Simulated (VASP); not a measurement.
Runs of VASP 6.6.1 on Eu. The structure is that of space group Im-3m (No. 229), or close to it. The cells are those of the table. 

```tsv
cell	gap on the mesh (eV)	pressure (GPa)	moment (μB)
a = 3.718 Å, angles 109.5°, 1 atom	none	-0.8	7.23
a = 3.811 Å, angles 109.5°, 1 atom	none	-1.6	7.27
a = 3.669 Å, angles 109.5°, 1 atom	none	-0.2	(a)
a = 3.765 Å, angles 109.5°, 1 atom	none	-1.2	(b)
```

Alike in all rows: task single point; level PBEsol; potentials or basis VASP PAW PBE potentials, release 64 (Eu); spin collinear, ferromagnetic start; k mesh 14 × 14 × 14; cutoff (eV) 600; smearing fermi-dirac 0.05 eV.

**Question.** Estimate the missing entries.

**Answer.** (a) 7.21; (b) 7.25.

Caveats: the PAW data sets were made with another functional, which shifts forces and pressure a little; spin-orbit coupling is left out, which moves the levels of the heavy elements; semilocal functionals describe open f shells poorly, which spoils levels, moments and volumes.

A k mesh can miss the band edges, and the runs leave out spin-orbit coupling on Eu.

A gap of «none» marks levels without a gap at the run's occupations.
